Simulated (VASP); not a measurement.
**LiF: single point with PBE**

Crystal: LiF.

```
Li F
1.0
     0.00000    1.89525    2.27430
     1.89525    0.00000    2.27430
     1.89525    1.89525    0.00000
Li F
1 1
Direct
  0.00000 0.00000 0.00000
  0.50000 0.50000 0.50000
```

This cell differs from its parent crystal: ratio of the length along z to the lengths across it x 1.2, volume and fractional coordinates fixed.

* Program: VASP 6.6.1
* Task: single point
* Functional: PBE
* Potentials or basis: VASP PAW PBE potentials, release 64 (Li_sv, F)
* Cutoff: 520 eV
* k mesh: 12 × 12 × 12
* Occupations: gaussian, width 0.05 eV
* Spin: no spin polarisation

* Band gap on the k mesh: 8.89 eV, direct

Levels at points of the mesh, in eV from the valence-band top:
```tsv
k point	band 3	band 4	band 5	band 6	band 7	band 8
(0.00, 0.00, 0.00)	-0.16	-0.16	0.00	8.89	21.66	23.63
(0.50, 0.00, 0.00)	-2.54	-0.50	-0.07	10.76	16.56	17.78
(0.50, 0.50, 0.00)	-3.13	-0.71	-0.71	12.91	17.61	18.22
(0.50, 0.00, 0.50)	-3.06	-1.82	-0.69	16.01	16.04	17.65
```

It took 67 s on 1 thread of AMD EPYC 7R13 (shared host), peak memory 0.12 GiB.

 A k mesh can miss the band edges.
